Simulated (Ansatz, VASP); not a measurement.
Ru in VASP and in Ansatz

```xyz
2
Lattice="2.6876 0.0000 0.0000 -1.3438 2.3276 0.0000 0.0000 0.0000 4.2532" Properties=species:S:1:pos:R:3 pbc="T T T"
Ru    0.0000    1.5517    1.0633
Ru    1.3438    0.7759    3.1899
```

Change from the starting cell: volume scaled by 0.98, ions relaxed.

Alike in both runs: functional PBE; k mesh 20 × 20 × 11; occupations fermi-dirac, width 0.05 eV; no spin polarisation.

Ansatz relaxed the structure, and its values are those at the end. VASP's run is a single point on that final structure, the one shown.

```csv
,VASP,Ansatz
version,VASP 6.6.1,Ansatz 0.2.0
potentials or method,"VASP PAW PBE potentials, release 64 (Ru_pv)","plane-wave PAW, scalar-relativistic"
plane-wave cutoff (eV),520,420
valence electrons in the cell,28,32
```

|  | VASP | Ansatz | Ansatz less VASP |
| --- | --- | --- | --- |
| pressure (GPa) | 11.5 | 11.6 | +0.07 |

VASP's potentials hold 28 valence electrons a cell and Ansatz's 32, so a difference there can come from the potentials and not from the codes. Ansatz's warnings: stress scf threshold loose.
